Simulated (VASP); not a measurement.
# ZrC (Fm-3m) in VASP: further runs

ZrC is run at these levels: PBE+D3(BJ), PBE+D4; tasks: relaxation of cell and atoms.

Program: VASP 6.6.1. These are calculated values, not measurements. Logs are shortened: lines on timing, memory, paths and dates and some standing lists are left out, and cuts for length are marked.

**1. The cell of the first run**

The structure is cubic, space group Fm-3m (No. 225). Conventional cell: a = 4.730 Å, b = 4.730 Å, c = 4.730 Å, α = 90.00°, β = 90.00°, γ = 90.00°. Within 3.1 Å of Zr (site symmetry m-3m) lie 6 C at 2.36 Å. Within 3.1 Å of C (site symmetry m-3m) lie 6 Zr at 2.36 Å.

**2. Relaxation of cell and atoms, PBE+D3(BJ)**

Input file INCAR:

```
PREC = Accurate
ENCUT = 600
EDIFF = 1E-6
ISMEAR = 1
SIGMA = 0.01
LREAL = F
LASPH = T
NELM = 60
ALGO = Normal
ISIF = 3
LWAVE = F
LCHARG = F
GGA = PE
IVDW = 12
IBRION = 2
NSW = 80
EDIFFG = -0.1
```

Input file KPOINTS:

```
regular mesh
0
Gamma
  7 7 7
```

Input file POSCAR:

```
ZrC
1.0
    3.3446150000      0.0000000000      0.0000000000
    1.6723075000      2.8965215559      0.0000000000
    1.6723075000      0.9655071853      2.7308667120
Zr C
1 1
Direct
    0.5000000000      0.5000000000      0.5000000000
    0.0000000000      0.0000000000      0.0000000000
```

Potentials or basis: VASP PAW PBE potentials, release 64 (Zr_sv, C).

The run is started by

```
> cat potpaw_PBE.64/Zr_sv/POTCAR potpaw_PBE.64/C/POTCAR > POTCAR
> mpirun -np 1 vasp_std > vasp.out
```

OUTCAR:

```text
PREC = Accurate
   ENCUT = 600
   EDIFF = 1E-6
   ISMEAR = 1
   LREAL = F
   LASPH = T
   NELM = 60
   ISIF = 3
   GGA = PE
   IVDW = 12
   IBRION = 2
   NSW = 80
   EDIFFG = -0.1
 IVDW          = 12

 ion  position               nearest neighbor table
   1  0.500  0.500  0.500-   2 2.36   2 2.36   2 2.36   2 2.36   2 2.36   2 2.36
   2  0.000  0.000  0.000-   1 2.36   1 2.36   1 2.36   1 2.36   1 2.36   1 2.36

  LATTYP: Found a face centered cubic cell.
 ALAT       =     4.7299998939

  Lattice vectors:

 A1 = (   3.3446150000,   0.0000000000,   0.0000000000)
 A2 = (   1.6723075000,   2.8965215559,   0.0000000000)
 A3 = (   1.6723075000,   0.9655071853,   2.7308667120)

Analysis of symmetry for initial positions (statically):
=====================================================================
 Subroutine PRICEL returns:
 Original cell was already a primitive cell.

 Routine SETGRP: Setting up the symmetry group for a
 face centered cubic supercell.

 Subroutine GETGRP returns: Found 48 space group operations
 (whereof 48 operations were pure point group operations)
 out of a pool of 48 trial point group operations.

The static configuration has the point symmetry O_h .

Analysis of symmetry for dynamics (positions and initial velocities):
=====================================================================
 Subroutine PRICEL returns:
 Original cell was already a primitive cell.

 Routine SETGRP: Setting up the symmetry group for a
 face centered cubic supercell.

 Subroutine GETGRP returns: Found 48 space group operations
 (whereof 48 operations were pure point group operations)
 out of a pool of 48 trial point group operations.

The dynamic configuration has the point symmetry O_h .

 Subroutine INISYM returns: Found 48 space group operations
 (whereof 48 operations are pure point group operations),
 and found     1 'primitive' translations

----------------------------------------------------------------------------------------

                                     Primitive cell

  volume of cell :      26.4560

  direct lattice vectors                    reciprocal lattice vectors
     3.344615000  0.000000000  0.000000000     0.298988075 -0.172620846 -0.122061370
     1.672307500  2.896521556  0.000000000     0.000000000  0.345241691 -0.122061370
     1.672307500  0.965507185  2.730866712     0.000000000  0.000000000  0.366184111

  length of vectors
     3.344615000  3.344615000  3.344615000     0.366184111  0.366184111  0.366184111

  position of ions in fractional coordinates (direct lattice)
     0.500000000  0.500000000  0.500000000
     0.000000000  0.000000000  0.000000000

  ion indices of the primitive-cell ions
   primitive index   ion index
                 1           1
                 2           2

----------------------------------------------------------------------------------------

 KPOINTS: regular mesh

Automatic generation of k-mesh.
 Grid dimensions read from file:
 generate k-points for:    7    7    7

 Generating k-lattice:

  Cartesian coordinates                     Fractional coordinates (reciprocal lattice)
     0.042712582 -0.024660121 -0.017437339     0.142857143  0.000000000  0.000000000
     0.000000000  0.049320242 -0.017437339     0.000000000  0.142857143 -0.000000000
     0.000000000  0.000000000  0.052312016     0.000000000  0.000000000  0.142857143

  Length of vectors
     0.052312016  0.052312016  0.052312016

  Shift w.r.t. Gamma in fractional coordinates (k-lattice)
     0.000000000  0.000000000  0.000000000

 Subroutine IBZKPT returns following result:
 ===========================================

 Found     20 irreducible k-points:

 Following reciprocal coordinates:
            Coordinates               Weight
  0.000000  0.000000  0.000000      1.000000
  0.142857  0.000000  0.000000      8.000000
  0.285714  0.000000  0.000000      8.000000
  0.428571  0.000000  0.000000      8.000000
  0.142857  0.142857 -0.000000      6.000000
  0.285714  0.142857  0.000000     24.000000
[... 12 lines left out ...]
 -0.428571  0.428571  0.142857     24.000000
 -0.285714  0.428571  0.142857     24.000000
   k-points           NKPTS =     20   k-points in BZ     NKDIM =     20   number of bands    NBANDS=     12
   number of dos      NEDOS =    301   number of ions     NIONS =      2
   total plane-waves  NPLWV =  21952
   dimension x,y,z NGX =    28 NGY =   28 NGZ =   28
   dimension x,y,z NGXF=    56 NGYF=   56 NGZF=   56
   ions per type =               1   1
   NGX,Y,Z   is equivalent  to a cutoff of  13.92, 13.92, 13.92 a.u.
   NGXF,Y,Z  is equivalent  to a cutoff of  27.84, 27.84, 27.84 a.u.
 SYSTEM =  unknown system
   PREC   = accura    normal or accurate (medium, high low for compatibility)
   ISTART =      0    job   : 0-new  1-cont  2-samecut
   ICHARG =      2    charge: 1-file 2-atom 10-const
   ISPIN  =      1    spin polarized calculation?
   LNONCOLLINEAR =      F non collinear calculations
   LSORBIT =      F    spin-orbit coupling
   LASPH  =      T    aspherical Exc in radial PAW
   ENCUT  =  600.0 eV  44.10 Ry    6.64 a.u.   6.68  6.68  6.68*2*pi/ulx,y,z
   NELM   =     60;   NELMIN=  2; NELMDL= -5     # of ELM steps
   EDIFF  = 0.1E-05   stopping-criterion for ELM
   LREAL  =      F    real-space projection
   EDIFFG = -.1E+00   stopping-criterion for IOM
   NSW    =     80    number of steps for IOM
   IBRION =      2    ionic relax: 0-MD 1-quasi-New 2-CG
   NFREE  =      1    steps in history (QN), initial steepest desc. (CG)
   ISIF   =      3    stress and relaxation
   ISYM   =      2    0-nonsym 1-usesym 2-fastsym
   POTIM  = 0.5000    time-step for ionic-motion
   TEBEG  =    0.0;   TEEND  =   0.0 temperature during run
   PSTRESS=    0.0 pullay stress
   NELECT =      16.0000    total number of electrons
   NUPDOWN=      -1.0000    fix difference up-down
   EMIN   =  10.00;   EMAX   =-10.00  energy-range for DOS
   EFERMI =   0.00;   METHOD = LEGACY
   ISMEAR =     1;   SIGMA  =   0.01  broadening in eV -4-tet -1-fermi 0-gaus
   EFERMI_NEDOS =   21; number of points for ismear=-14 and -15
   IALGO  =     38    algorithm
   IMIX   =      4    mixing-type and parameters
     AMIX     =   0.40;   BMIX     =  1.00
     AMIX_MAG =   1.60;   BMIX_MAG =  1.00
  volume/ion in A,a.u.               =      13.23        89.27
  Fermi-wavevector in a.u.,A,eV,Ry     =   1.384439  2.616210 26.077881  1.916670
  Thomas-Fermi vector in A             =   2.508943
   LORBIT       =      0    0 simple, 1 ext, 2 COOP (PROOUT), +10 PAW based schemes
   GGA     = PE    functional components
   LHFCALC =     F    Hartree Fock is set to
   AEXX    =    0.0000 exact exchange contribution
   IVDW    =    12    specifies the selected vdW correction
   LEPSILON=     F    determine dielectric tensor
   LRPA    =     F    only Hartree local field effects (RPA)
 conjugate gradient relaxation of ions
 non-spin polarized calculation
 Methfessel and Paxton  Order N= 1 SIGMA  =   0.01
  energy-cutoff  :      600.00
  volume of cell :       26.46
 maximum number of plane-waves:       905
   NGX = 13   NGY = 13   NGZ = 13

--------------------------------------- Ionic step        1  -------------------------------------------

 number of electron      16.0000000 magnetization

 Free energy of the ion-electron system (eV)
  ---------------------------------------------------
  ext. energy  EPLUGINS =         0.00000000
  ---------------------------------------------------
  free energy    TOTEN  =       -19.45392238 eV

  energy without entropy =      -19.45385020  energy(sigma->0) =      -19.45389832

------------------------ aborting loop because EDIFF is reached ----------------------------------------

 Edisp (eV)   -0.78386

 E8    (eV) :    -0.3624

  FORCE on cell =-STRESS in cart. coord.  units (eV):
  Direction    XX          YY          ZZ          XY          YZ          ZX
  --------------------------------------------------------------------------------------
  -------------------------------------------------------------------------------------
  Total      -1.28602    -1.28602    -1.28602    -0.00000     0.00000    -0.00000
  in kB     -77.88149   -77.88149   -77.88149    -0.00000     0.00000    -0.00000
  external pressure =      -77.88 kB  Pullay stress =        0.00 kB
[... 21 lines left out ...]
  energy  without entropy=      -20.2377065426  energy(sigma->0) =      -20.23775466

--------------------------------------- Ionic step        2  -------------------------------------------

 number of electron      16.0000000 magnetization

 E-fermi :  10.5639     XC(G=0): -12.5115

 val. band max:       10.3340450783   @ k =   0.1429   0.1429  -0.0000
 cond. band min:      10.5670539484   @ k =   0.4286   0.4286  -0.0000
 fundamental gap:      0.2330088701
 Fermi energy:        10.5639386148

 k-point     1 :       0.0000    0.0000    0.0000
  band No.  band energies     occupation
      1     -37.3113      2.00000
      2     -14.9618      2.00000
      3     -14.9618      2.00000
      4     -14.9618      2.00000
      5      -1.0514      2.00000
      6      11.4667      0.00000
      7      11.4667      0.00000
      8      11.4667      0.00000
      9      11.6234      0.00000
     10      11.6234      0.00000
     11      11.6234      0.00000
     12      13.5426      0.00000
[... 320 lines left out ...]
  energy  without entropy=      -20.1949981135  energy(sigma->0) =      -20.19504623

--------------------------------------- Ionic step        3  -------------------------------------------

 number of electron      16.0000000 magnetization

 Free energy of the ion-electron system (eV)
  ---------------------------------------------------
  ext. energy  EPLUGINS =         0.00000000
  ---------------------------------------------------
  free energy    TOTEN  =       -19.44791077 eV

  energy without entropy =      -19.44783860  energy(sigma->0) =      -19.44788671

 E-fermi :   9.7971     XC(G=0): -12.2149

 val. band max:        9.6540056352   @ k =   0.1429   0.1429  -0.0000
 cond. band min:       9.8002186757   @ k =   0.4286   0.4286  -0.0000
 fundamental gap:      0.1462130405
 Fermi energy:         9.7971033782

 k-point     1 :       0.0000    0.0000    0.0000
  band No.  band energies     occupation
      1     -38.2361      2.00000
      2     -15.9356      2.00000
      3     -15.9356      2.00000
      4     -15.9356      2.00000
      5      -1.5582      2.00000
      6      10.7465      0.00000
      7      10.7465      0.00000
      8      10.7465      0.00000
      9      10.9049      0.00000
     10      10.9049      0.00000
     11      10.9049      0.00000
     12      12.6662      0.00000
[... 316 lines left out ...]
  FREE ENERGIE OF THE ION-ELECTRON SYSTEM (eV)
  ---------------------------------------------------
  free  energy   TOTEN  =       -20.2612648452 eV

  energy  without entropy=      -20.2611926678  energy(sigma->0) =      -20.26124079

 reached required accuracy - stopping structural energy minimisation
```

Wall time 35 s (1 thread of Intel Xeon 8259CL, shared host); peak memory 0.18 GiB.

What came out:

* Free energy: -20.2613 eV
* Relaxed volume: 12.77 Å³/atom
* Relaxed cell: a = 3.305 Å, b = 3.305 Å, c = 3.305 Å, α = 60.00°, β = 60.00°, γ = 60.00°
* Space group after relaxing (to 0.05 Å): Fm-3m (No. 225)
* Energy gained by relaxing: 11.7 meV/atom
* Ionic steps: 3
* Pressure after relaxing: -0.1 GPa
* Band gap on the k mesh: zero (band 8 reaches 10.75 eV, above the bottom of band 9 at 9.46 eV)
* Dispersion energy per atom: -0.407 eV

Step by step:
```
step  energy change (eV)  largest force (eV/Å)  pressure (GPa)  volume (Å³)
   1              0.0000                0.0000           -7.79        26.46
   2              0.0427                0.0000           15.37        24.07
   3             -0.0235                0.0000           -0.13        25.54
```

Final structure:
```yaml
crystal:
  lattice:
    - [3.30537, 0.00000, 0.00000]
    - [1.65268, 2.86253, 0.00000]
    - [1.65268, 0.95418, 2.69882]
  atoms:
    - { symbol: Zr, position: [0.50000, 0.50000, 0.50000] }
    - { symbol: C, position: [0.00000, 0.00000, 0.00000] }
```

Caveat: pairwise dispersion overbinds metals, which lowers pressure and volume.

**3. Relaxation of cell and atoms, PBE+D4**

Input file INCAR:

```
SYSTEM = ZrC
PREC = Accurate
ENCUT = 600
EDIFF = 1E-6
ISMEAR = 1
SIGMA = 0.01
LREAL = .FALSE.
LASPH = .TRUE.
NELM = 100
ALGO = Normal
ISIF = 3
LWAVE = .FALSE.
LCHARG = .FALSE.
GGA = PE
IVDW = 13
IBRION = 2
NSW = 80
EDIFFG = -0.1
```

Input file KPOINTS:

```
Automatic mesh
0
G
  7 7 7
  0 0 0
```

POSCAR is that of step 2.

Potentials or basis: VASP PAW PBE potentials, release 64 (Zr_sv, C).

The run is started by

```
> cat potpaw_PBE.64/Zr_sv/POTCAR potpaw_PBE.64/C/POTCAR > POTCAR
> mpirun -np 1 vasp_std > vasp.out
```

It took 41 s on 1 thread of Intel Xeon 8259CL, shared host; peak memory 0.17 GiB.

It converged, with:

| Item | Value |
| --- | --- |
| Free energy | -19.9551 eV |
| Relaxed volume | 12.87 Å³/atom |
| Relaxed cell | a = 3.314 Å, b = 3.314 Å, c = 3.314 Å, α = 60.00°, β = 60.00°, γ = 60.00° |
| Space group after relaxing (to 0.05 Å) | Fm-3m (No. 225) |
| Energy gained by relaxing | 7.1 meV/atom |
| Ionic steps | 3 |
| Pressure after relaxing | -0.1 GPa |
| Band gap on the k mesh | zero (band 8 reaches 10.66 eV, above the bottom of band 9 at 9.37 eV) |
| Dispersion energy per atom | -0.251 eV |

Step by step:
| step | energy change (eV) | largest force (eV/Å) | pressure (GPa) | volume (Å³) |
| --- | --- | --- | --- | --- |
| 1 | 0.0000 | 0.0000 | -6.08 | 26.46 |
| 2 | 0.0247 | 0.0000 | 11.40 | 24.58 |
| 3 | -0.0143 | 0.0000 | -0.07 | 25.73 |

Final structure:
```
Zr C
1.0
     3.31377    0.00000    0.00000
     1.65689    2.86981    0.00000
     1.65689    0.95660    2.70568
Zr C
1 1
Direct
  0.50000 0.50000 0.50000
  0.00000 0.00000 0.00000
```

Levels at points of the mesh, in eV from the Fermi level:
```
           k point  band 4  band 5  band 6  band 7  band 8  band 9  band 10  band 11  band 12
(0.00, 0.00, 0.00)  -25.76  -11.32    0.95    0.95    0.95    1.11     1.11     1.11     2.85
```

Caveat: pairwise dispersion overbinds metals, which lowers pressure and volume.
